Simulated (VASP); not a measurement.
Runs of VASP 6.6.1 on Ni. The structure is that of space group Fd-3m (No. 227), or close to it. The cells are those of the table. 

```tsv
task	spin	cell	k mesh	cutoff (eV)	smearing	gap on the mesh (eV)	pressure (GPa)	moment (μB)
single point	collinear, ferromagnetic start	a = 3.554 Å, angles 60.0°, 2 atoms	18 × 18 × 18	520	fermi-dirac 0.05 eV	none	(c)	1.68
single point	collinear, ferromagnetic start	a = 3.554 Å, angles 60.0°, 2 atoms	6 × 6 × 6	520	fermi-dirac 0.1 eV	none	0.3	1.64
single point	off	a = 3.592 Å, angles 60.0°, 2 atoms	12 × 12 × 12	520	fermi-dirac 0.1 eV	none	-3.7	-
single point	off	a = 3.398 Å, angles 60.0°, 2 atoms	12 × 12 × 12	520	fermi-dirac 0.1 eV	none	17.8	-
single point	off	a = 3.546 Å, angles 60.0°, 2 atoms	12 × 12 × 12	520	fermi-dirac 0.1 eV	none	0.0	-
single point	off	a = 3.498 Å, angles 60.0°, 2 atoms	12 × 12 × 12	520	fermi-dirac 0.1 eV	none	(a)	-
single point	off	a = 3.546 Å, angles 60.0°, 2 atoms	11 × 11 × 11	520	fermi-dirac 0.1 eV	none	0.0	-
relaxation of cell and atoms	off	relaxed from a = 3.470 Å, angles 60.0°, 2 atoms	11 × 11 × 11	600	fermi-dirac 0.1 eV	none	0.0	-
single point	non-collinear, zero start, SOC	a = 3.546 Å, angles 60.0°, 2 atoms	11 × 11 × 11	520	fermi-dirac 0.1 eV	-	0.2	0.00
single point	off	a = 3.546 Å, angles 60.0°, 2 atoms	18 × 18 × 18	520	fermi-dirac 0.1 eV	none	(b)	-
```

Alike in all rows: level r2SCAN; potentials or basis VASP PAW PBE potentials, release 64 (Ni).

Fill in the values left out.

(a) 4.8; (b) 0.1; (c) -0.1.

Caveats: some runs use coarse meshes; the PAW data sets were made with another functional, which shifts forces and pressure a little.

A gap of «none» marks levels without a gap at the run's occupations.
